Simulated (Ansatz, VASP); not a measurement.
# CuAu3 in VASP and in Ansatz

File INCAR:

```
  PREC = Accurate
  ENCUT = 520
  EDIFF = 1E-6
  ISMEAR = -1
  SIGMA = 0.05
  LREAL = False
  LASPH = True
  NELM = 60
  ALGO = Normal
  ISIF = 2
  LWAVE = False
  LCHARG = False
  GGA = CA
  NBANDS = 30
```

File KPOINTS:

```
Automatic mesh
0
Gamma
  9 9 9
```

Contents of POSCAR:

```
CuAu3
1.0
    3.9800000000      0.0000000000      0.0000000000
    0.0000000000      3.9800000000      0.0000000000
    0.0000000000      0.0000000000      4.0198000000
Cu Au
1 3
Direct
    0.0000000000      0.0000000000      0.0000000000
    0.0000000000      0.5000000000      0.5000000000
    0.5000000000      0.0000000000      0.5000000000
    0.5000000000      0.5000000000      0.0000000000
```

Input for Ansatz:

```yaml
crystal:
  lattice:
    - [3.98, 0.0, 0.0]
    - [0.0, 3.98, 0.0]
    - [0.0, 0.0, 4.0198]
  atoms:
    - { symbol: Cu, position: [0.0, 0.0, 0.0] }
    - { symbol: Au, position: [0.0, 0.5, 0.5] }
    - { symbol: Au, position: [0.5, 0.0, 0.5] }
    - { symbol: Au, position: [0.5, 0.5, 0.0] }
kpoints:
  mp_grid: { grid: [9, 9, 9] }
  band_path:
    path:
      - [0.0, 0.0, 0.0]
      - [0.0, 0.5, 0.0]
      - [0.5, 0.5, 0.0]
      - [0.0, 0.0, 0.0]
      - [0.0, 0.0, 0.5]
      - [0.0, 0.5, 0.5]
      - [0.5, 0.5, 0.5]
      - [0.0, 0.0, 0.5]
      - [0.0, 0.5, 0.0]
    npoints: 5
scf:
  occupations: { method: fermi_dirac, width: 0.05 }
hamiltonian:
  xc: lda
  pseudopotentials: { kind: all_electron, lapw: { basis_error: 0.001 } }
output:
  forces: true
  stress: true
  eigenvalues: true
```

Change from the starting cell: zz strain of +1 %.

Alike in both runs: task single point; functional LDA; k mesh 9 × 9 × 9; occupations fermi-dirac, width 0.05 eV; no spin polarisation.

|  | VASP | Ansatz |
| --- | --- | --- |
| version | VASP 6.6.1 | Ansatz 0.2.0 |
| potentials or method | VASP PAW LDA potentials, release 64 (Cu, Au), cutoff 520 eV | all-electron LAPW, scalar-relativistic |

Ansatz gave:

```
pressure (GPa)                                                : -7.2
traceless stress, the component that is largest in VASP (GPa) : -0.21
```

Task: Estimate VASP's values.

Result: Pressure (GPa): -6.7; traceless stress, the component that is largest in VASP (GPa): -0.24.

LDA's correlation is that of Perdew and Zunger in VASP and of Perdew and Wang (1992) in Ansatz. Ansatz ran all-electron here, and VASP with PAW potentials.

Neither program's run includes spin-orbit coupling.
